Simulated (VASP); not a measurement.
Write the native input for VASP 6.6.1 that does the following.

| Property | Result |
| --- | --- |
| Task | single point |
| Functional | PBE |
| Dispersion | D3(BJ) |
| Potentials or basis | VASP PAW PBE potentials, release 64 (Li_sv) |
| Cutoff | 520 eV |
| k mesh | 2 × 2 × 2 |
| Occupations | fermi-dirac, width 0.11 eV |
| Spin | no spin polarisation |
| Dipole correction | no |
| Further INCAR settings | LREAL = Auto; ALGO = Normal; EDIFF = 1e-06; NBANDS = 38 |

The structure of Li lies in POSCAR:

```
Li
1.0
    7.0944470000      0.0000000000      0.0000000000
    0.0000000000      7.0944470000      0.0000000000
    0.0000000000      0.0000000000      7.0944470000
Li
16
Direct
   -0.0494471239      0.0424557404     -0.0165763449
    0.5655690993      0.0309396913     -0.0282192537
   -0.0013813621      0.4723412551     -0.0656710805
   -0.0104025021     -0.0386781380      0.5344320706
    0.2296866831      0.3020108544      0.1890210752
    0.4831948142      0.4649551966     -0.0022975716
    0.5097507952     -0.0662771883      0.4889880776
    0.8011618101      0.2637837734      0.2693515083
    0.0502082826      0.5129927674      0.4660546481
    0.2254580237      0.7941422355      0.1643538954
    0.2031870842      0.2269944366      0.7579731021
    0.4860984937      0.4795299761      0.4372997642
    0.8531038430      0.7286403014      0.2952872860
    0.7478525106      0.3339372329      0.7045228472
    0.2777101584      0.7990333848      0.7786935331
    0.6756411035      0.7398321532      0.7559856321
```

The input as run:

INCAR

```
PREC = Accurate
ENCUT = 520
EDIFF = 1E-6
ISMEAR = -1
SIGMA = 0.11
LREAL = Auto
LASPH = T
NELM = 100
ALGO = Normal
ISIF = 2
LWAVE = F
LCHARG = F
GGA = PE
IVDW = 12
NBANDS = 38
```

KPOINTS

```
Automatic mesh
0
Gamma
  2 2 2
```

Potentials or basis: VASP PAW PBE potentials, release 64 (Li_sv).

Command:

```bash
$ cat potpaw_PBE.64/Li_sv/POTCAR > POTCAR
$ mpirun -np 1 vasp_std > vasp.out
```

Results of the run:

```yaml
Largest_force: 1.081 eV/Å
Band_gap_on_the_k_mesh: zero (band 24 reaches 0.61 eV, above the bottom of band 25 at -0.11 eV)
Dispersion_energy_per_atom: -0.153 eV
```

Caveat: the k points lie up to 0.44 Å⁻¹ apart; forces of over 1 eV/Å act on the atoms, so gaps and moduli don't describe the material at rest.

Wall time 99 s on 1 thread of AMD EPYC 7R13 Processor (Zen 3), on a shared host, peak memory 0.34 GiB.
